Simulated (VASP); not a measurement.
The system is CdF2.

```
Cd F
1.0
     0.00000    2.74068    2.74068
     2.74068    0.00000    2.74068
     2.74068    2.74068    0.00000
Cd F
1 2
Cartesian
  2.7407 2.7407 2.7407
  1.3703 1.3703 1.3703
  4.1110 4.1110 4.1110
```

Base run:

- Program: VASP 6.6.1
- Functional: r2SCAN
- Potentials or basis: VASP PAW PBE potentials, release 64 (Cd, F)
- Cutoff: 520 eV
- k mesh: 8 × 8 × 8
- Occupations: gaussian, width 0.02 eV
- Spin: no spin polarisation

Its results: band gap on the k mesh 3.56 eV (least direct gap 4.13 eV); pressure -4.4 GPa.

Q: The run is repeated on the same cell with these changes: functional from r2SCAN to PBE. What comes out?

A: Band gap on the k mesh 2.89 eV (least direct gap 3.44 eV); pressure 0.5 GPa.

Caveats: the cell stands under tension (at least some runs); the PAW data sets were made with another functional, which shifts forces and pressure a little (at least some runs).

A k mesh can miss the band edges.
